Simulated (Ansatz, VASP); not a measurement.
## One calculation of Ge, two programs

```
Ge
1.0
     0.00000    2.62288    3.30078
     2.48531    0.00000    3.30078
     2.48531    2.62288    0.00000
Ge
2
Cartesian
  2.4853 2.6229 1.2625
  2.4853 2.6229 5.3390
```

Alike in both runs: task relaxation of cell and atoms; functional PBE; k mesh 18 × 18 × 18; occupations gaussian, width 0.1 eV; no spin polarisation.

|  | VASP | Ansatz |
| --- | --- | --- |
| version | VASP 6.6.1 | Ansatz 0.2.0 |
| potentials or method | VASP PAW PBE potentials, release 64 (Ge_d), cutoff 600 eV | scalar-relativistic, plane waves, PAW |
| valence electrons in the cell | 28 | 28 |

Ansatz gave:

```
gap on the k mesh at the Fermi level, each at its own relaxed structure (eV)  : none
relaxed volume (Å³/atom)                                                      : 21.34
relaxed length of the cell vector where the two differ most in proportion (Å) : 4.157
```

Question: What did VASP give for the same quantities?

Answer: gap on the k mesh at the Fermi level, each at its own relaxed structure (eV): none; relaxed volume (Å³/atom): 21.36; relaxed length of the cell vector where the two differ most in proportion (Å): 4.160.

A gap of «none» marks a metal or a gap that the smearing closes.
